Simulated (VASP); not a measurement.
# Hf2NbN2 (Immm) in VASP: relaxation of cell and atoms with PBE

Aim: the relaxation of cell and atoms of Hf2NbN2 with PBE.

Everything below comes from runs of VASP 6.6.1. Logs are shortened: lines on timing, memory, paths and dates and some standing lists are left out, and cuts for length are marked.

### 1 The cell of the first run

It takes space group Immm (No. 71, orthorhombic). Conventional cell: a = 4.938 Å, b = 5.394 Å, c = 5.456 Å, α = 90.00°, β = 90.00°, γ = 90.00°. Within 3.1 Å of Hf (site symmetry 2mm) lie 2 Hf at 2.28 to 2.65 Å and 4 N at 2.71 to 2.77 Å and 4 Nb at 2.96 to 3.01 Å. Nb (site symmetry mmm) has 2 N at 1.62 Å within 2.2 Å. N (site symmetry 2mm) has 1 Nb at 1.62 Å and 1 N at 1.70 Å within 2.2 Å.

The cell was built from a structure type or drawn by symmetry, and may not be a known phase.

### 2 Relaxation of cell and atoms, PBE

INCAR reads:

```
SYSTEM = Hf2NbN2
PREC = Accurate
ENCUT = 600
EDIFF = 1E-6
ISMEAR = 0
SIGMA = 0.1
LREAL = .FALSE.
LASPH = .TRUE.
NELM = 60
ALGO = Normal
ISIF = 3
LWAVE = .FALSE.
LCHARG = .FALSE.
GGA = PE
IBRION = 2
NSW = 90
EDIFFG = -0.04
```

KPOINTS reads:

```
regular mesh
0
G
  6 6 6
  0 0 0
```

POSCAR reads:

```
Hf2NbN2
1.0
   -2.4688460500      2.6970619800      2.7279882600
    2.4688460500     -2.6970619800      2.7279882600
    2.4688460500      2.6970619800     -2.7279882600
Hf Nb N
2 1 2
Direct
    0.0000000000      0.7686612900      0.7686612900
    0.0000000000      0.2313387100      0.2313387100
    0.5000000000      0.5000000000      0.0000000000
    0.5000000000      0.1722118100      0.6722118100
    0.5000000000      0.8277881900      0.3277881900
```

Potentials or basis: VASP PAW PBE potentials, release 64 (Hf_pv, Nb_sv, N).

Run with:

```console
cat potpaw_PBE.64/Hf_pv/POTCAR potpaw_PBE.64/Nb_sv/POTCAR potpaw_PBE.64/N/POTCAR > POTCAR
mpirun -np 1 vasp_std > vasp.out
```

OUTCAR:

```text
SYSTEM = Hf2NbN2
   PREC = Accurate
   ENCUT = 600
   EDIFF = 1E-6
   ISMEAR = 0
   LREAL = .FALSE.
   LASPH = .TRUE.
   NELM = 60
   ISIF = 3
   GGA = PE
   IBRION = 2
   NSW = 90
   EDIFFG = -0.04

 ion  position               nearest neighbor table
   1  0.000  0.769  0.769-   2 2.28   2 2.65   5 2.71   5 2.71   4 2.77   4 2.77   3 2.96   3 2.96
                             3 3.01   3 3.01   2 3.84   2 3.84   2 3.84   2 3.84
   2  0.000  0.231  0.231-   1 2.28   1 2.65   4 2.71   4 2.71   5 2.77   5 2.77   3 2.96   3 2.96
                             3 3.01   3 3.01   1 3.84   1 3.84   1 3.84   1 3.84
   3  0.500  0.500  0.000-   4 1.62   5 1.62   2 2.96   1 2.96   2 2.96   1 2.96   1 3.01   1 3.01
                             2 3.01   2 3.01
   4  0.500  0.172  0.672-   3 1.62   5 1.70   2 2.71   2 2.71   1 2.77   1 2.77
   5  0.500  0.828  0.328-   3 1.62   4 1.70   1 2.71   1 2.71   2 2.77   2 2.77

  LATTYP: Found a body centered orthorhombic cell.
 ALAT       =     4.9376921000
 B/A-ratio  =     1.0924382993
 C/A-ratio  =     1.1049649127

  Lattice vectors:

 A1 = (  -2.4688460500,   2.6970619800,   2.7279882600)
 A2 = (   2.4688460500,  -2.6970619800,   2.7279882600)
 A3 = (   2.4688460500,   2.6970619800,  -2.7279882600)

Analysis of symmetry for initial positions (statically):
=====================================================================
 Subroutine PRICEL returns:
 Original cell was already a primitive cell.

 Routine SETGRP: Setting up the symmetry group for a
 body centered orthorhombic supercell.

 Subroutine GETGRP returns: Found  8 space group operations
 (whereof  8 operations were pure point group operations)
 out of a pool of  8 trial point group operations.

The static configuration has the point symmetry D_2h.

Analysis of symmetry for dynamics (positions and initial velocities):
=====================================================================
 Subroutine PRICEL returns:
 Original cell was already a primitive cell.

 Routine SETGRP: Setting up the symmetry group for a
 body centered orthorhombic supercell.

 Subroutine GETGRP returns: Found  8 space group operations
 (whereof  8 operations were pure point group operations)
 out of a pool of  8 trial point group operations.

The dynamic configuration has the point symmetry D_2h.

 Subroutine INISYM returns: Found  8 space group operations
 (whereof  8 operations are pure point group operations),
 and found     1 'primitive' translations

----------------------------------------------------------------------------------------

                                     Primitive cell

  volume of cell :      72.6587

  direct lattice vectors                    reciprocal lattice vectors
    -2.468846050  2.697061980  2.727988260     0.000000000  0.185386915  0.183285246
     2.468846050 -2.697061980  2.727988260     0.202523766  0.000000000  0.183285246
     2.468846050  2.697061980 -2.727988260     0.202523766  0.185386915  0.000000000

  length of vectors
     4.561936441  4.561936441  4.561936441     0.260694821  0.273147135  0.274561804

  position of ions in fractional coordinates (direct lattice)
     0.000000000  0.768661290  0.768661290
     0.000000000  0.231338710  0.231338710
     0.500000000  0.500000000  0.000000000
     0.500000000  0.172211810  0.672211810
     0.500000000  0.827788190  0.327788190

  ion indices of the primitive-cell ions
   primitive index   ion index
                 1           1
                 2           2
                 3           3
                 4           4
                 5           5

----------------------------------------------------------------------------------------

 KPOINTS: regular mesh

Automatic generation of k-mesh.
 Grid dimensions read from file:
 generate k-points for:    6    6    6

 Generating k-lattice:

  Cartesian coordinates                     Fractional coordinates (reciprocal lattice)
     0.000000000  0.030897819  0.030547541     0.166666667 -0.000000000  0.000000000
     0.033753961  0.000000000  0.030547541     0.000000000  0.166666667  0.000000000
     0.033753961  0.030897819  0.000000000     0.000000000 -0.000000000  0.166666667

  Length of vectors
     0.043449137  0.045524522  0.045760301

  Shift w.r.t. Gamma in fractional coordinates (k-lattice)
     0.000000000  0.000000000  0.000000000

 Subroutine IBZKPT returns following result:
 ===========================================

 Found     46 irreducible k-points:

 Following reciprocal coordinates:
            Coordinates               Weight
  0.000000  0.000000  0.000000      1.000000
  0.166667  0.000000  0.000000      4.000000
  0.333333  0.000000 -0.000000      4.000000
  0.500000  0.000000  0.000000      2.000000
  0.000000  0.166667  0.000000      4.000000
  0.166667  0.166667 -0.000000      8.000000
[... 16 lines left out ...]
 -0.166667  0.166667  0.166667      2.000000
  0.166667  0.333333  0.166667      4.000000
 [... further k-points ...]
   k-points           NKPTS =     46   k-points in BZ     NKDIM =     46   number of bands    NBANDS=     25
   number of dos      NEDOS =    301   number of ions     NIONS =      5
   total plane-waves  NPLWV =  46656
   dimension x,y,z NGX =    36 NGY =   36 NGZ =   36
   dimension x,y,z NGXF=    72 NGYF=   72 NGZF=   72
   ions per type =               2   1   2
   NGX,Y,Z   is equivalent  to a cutoff of  13.12, 13.12, 13.12 a.u.
   NGXF,Y,Z  is equivalent  to a cutoff of  26.24, 26.24, 26.24 a.u.
 SYSTEM =  Hf2NbN2
   PREC   = accura    normal or accurate (medium, high low for compatibility)
   ISTART =      0    job   : 0-new  1-cont  2-samecut
   ICHARG =      2    charge: 1-file 2-atom 10-const
   ISPIN  =      1    spin polarized calculation?
   LNONCOLLINEAR =      F non collinear calculations
   LSORBIT =      F    spin-orbit coupling
   LASPH  =      T    aspherical Exc in radial PAW
   ENCUT  =  600.0 eV  44.10 Ry    6.64 a.u.   9.11  9.11  9.11*2*pi/ulx,y,z
   NELM   =     60;   NELMIN=  2; NELMDL= -5     # of ELM steps
   EDIFF  = 0.1E-05   stopping-criterion for ELM
   LREAL  =      F    real-space projection
   EDIFFG = -.4E-01   stopping-criterion for IOM
   NSW    =     90    number of steps for IOM
   IBRION =      2    ionic relax: 0-MD 1-quasi-New 2-CG
   NFREE  =      1    steps in history (QN), initial steepest desc. (CG)
   ISIF   =      3    stress and relaxation
   ISYM   =      2    0-nonsym 1-usesym 2-fastsym
   POTIM  = 0.5000    time-step for ionic-motion
   TEBEG  =    0.0;   TEEND  =   0.0 temperature during run
   PSTRESS=    0.0 pullay stress
   NELECT =      43.0000    total number of electrons
   NUPDOWN=      -1.0000    fix difference up-down
   EMIN   =  10.00;   EMAX   =-10.00  energy-range for DOS
   EFERMI =   0.00;   METHOD = LEGACY
   ISMEAR =     0;   SIGMA  =   0.10  broadening in eV -4-tet -1-fermi 0-gaus
   EFERMI_NEDOS =   21; number of points for ismear=-14 and -15
   IALGO  =     38    algorithm
   IMIX   =      4    mixing-type and parameters
     AMIX     =   0.40;   BMIX     =  1.00
     AMIX_MAG =   1.60;   BMIX_MAG =  1.00
  volume/ion in A,a.u.               =      14.53        98.06
  Fermi-wavevector in a.u.,A,eV,Ry     =   1.374470  2.597371 25.703677  1.889167
  Thomas-Fermi vector in A             =   2.499893
   LORBIT       =      0    0 simple, 1 ext, 2 COOP (PROOUT), +10 PAW based schemes
   GGA     = PE    functional components
   LHFCALC =     F    Hartree Fock is set to
   AEXX    =    0.0000 exact exchange contribution
   IVDW    =     0    specifies the selected vdW correction
   LEPSILON=     F    determine dielectric tensor
   LRPA    =     F    only Hartree local field effects (RPA)
 conjugate gradient relaxation of ions
 non-spin polarized calculation
 Gauss-broadening in eV      SIGMA  =   0.10
  energy-cutoff  :      600.00
  volume of cell :       72.66
 maximum number of plane-waves:      2448
   NGX = 19   NGY = 19   NGZ = 19

--------------------------------------- Ionic step        1  -------------------------------------------

 number of electron      43.0000002 magnetization

 Free energy of the ion-electron system (eV)
  ---------------------------------------------------
  ext. energy  EPLUGINS =         0.00000000
  ---------------------------------------------------
  free energy    TOTEN  =       -39.08415042 eV

  energy without entropy =      -39.07239027  energy(sigma->0) =      -39.07827035

------------------------ aborting loop because EDIFF is reached ----------------------------------------

  FORCE on cell =-STRESS in cart. coord.  units (eV):
  Direction    XX          YY          ZZ          XY          YZ          ZX
  --------------------------------------------------------------------------------------
  -------------------------------------------------------------------------------------
  Total       67.0278669     -3.0233269     -0.5344218      0.0000000      0.0000000      0.0000000
  in kB     1478.0140299    -66.6665935    -11.7843965      0.0000000      0.0000000      0.0000000
  external PRESSURE =     466.5210133 kB  Pullay stress =       0.0000000 kB
[... 26 lines left out ...]
--------------------------------------- Ionic step        2  -------------------------------------------

 number of electron      43.0000002 magnetization

 E-fermi :   4.0632     XC(G=0):  -9.8005

 val. band max:        4.0602102062   @ k =   0.5000   0.5000   0.0000
 cond. band min:       4.0671661919   @ k =  -0.1667   0.3333  -0.0000
 fundamental gap:      0.0069559857
 Fermi energy:         4.0631705738

 k-point     1 :       0.0000    0.0000    0.0000
  band No.  band energies     occupation
      1     -50.6102      2.00000
      2     -38.9066      2.00000
      3     -38.8843      2.00000
      4     -36.7016      2.00000
      5     -27.1363      2.00000
      6     -27.1231      2.00000
[... 734 lines left out ...]
  FREE ENERGIE OF THE ION-ELECTRON SYSTEM (eV)
  ---------------------------------------------------
  free  energy   TOTEN  =       -42.1581297549 eV

  energy  without entropy=      -42.1511620288  energy(sigma->0) =      -42.15464589

[... ionic steps 4 to 16 ...]

--------------------------------------- Ionic step       17  -------------------------------------------

 number of electron      42.9999999 magnetization

------------------------ aborting loop because EDIFF is reached ----------------------------------------
[... 73 lines left out ...]
--------------------------------------- Ionic step       19  -------------------------------------------

 number of electron      43.0000000 magnetization

 Free energy of the ion-electron system (eV)
  ---------------------------------------------------
  ext. energy  EPLUGINS =         0.00000000
  ---------------------------------------------------
  free energy    TOTEN  =       -45.44678619 eV

  energy without entropy =      -45.42575668  energy(sigma->0) =      -45.43627143

 E-fermi :   7.1810     XC(G=0): -11.8095

 val. band max:        7.1606046909   @ k =   0.1667  -0.1667   0.1667
 cond. band min:       7.1851641268   @ k =   0.5000   0.5000   0.0000
 fundamental gap:      0.0245594358
 Fermi energy:         7.1810423060

 k-point     1 :       0.0000    0.0000    0.0000
  band No.  band energies     occupation
      1     -47.2339      2.00000
      2     -24.2163      2.00000
      3     -23.8830      2.00000
      4     -23.8195      2.00000
      5     -23.8053      2.00000
      6     -23.4937      2.00000
[... 695 lines left out ...]
  FREE ENERGIE OF THE ION-ELECTRON SYSTEM (eV)
  ---------------------------------------------------
  free  energy   TOTEN  =       -45.4467861850 eV

  energy  without entropy=      -45.4257566791  energy(sigma->0) =      -45.43627143

 reached required accuracy - stopping structural energy minimisation
```

Wall time 25 min (1 thread of Intel Xeon Platinum 8488C (Sapphire Rapids), shared host); peak memory 0.28 GiB.

What came out:

| Quantity | Value |
| --- | --- |
| Free energy | -45.4468 eV |
| Relaxed volume | 14.95 Å³/atom |
| Relaxed cell | a = 4.598 Å, b = 4.598 Å, c = 4.598 Å, α = 107.49°, β = 110.70°, γ = 110.24° |
| Space group after relaxing (to 0.1 Å) | I4/mmm (No. 139) |
| Pressure after relaxing | -0.2 GPa |
| Largest force after relaxing | 0.028 eV/Å |
| Band gap on the k mesh | zero (an odd number of electrons rules out a gap without spin polarisation) |

Forces in eV/Å, atoms in the order of the input:
```
Hf  -0.028  0.000  0.000
Hf   0.028  0.000  0.000
Nb   0.000  0.000  0.000
N   -0.010  0.000  0.000
N    0.010  0.000  0.000
```

Final structure:
```
Hf Nb N
1.0
    -2.71886    2.61414    2.62901
     2.71886   -2.61414    2.62901
     2.71886    2.61414   -2.62901
Hf Nb N
2 1 2
Direct
  0.00000 0.75077 0.75077
  0.00000 0.24923 0.24923
  0.50000 0.50000 0.00000
  0.50000 0.12381 0.62381
  0.50000 0.87619 0.37619
```

Caveat: spin-orbit coupling is left out, which moves the levels of the heavy elements.
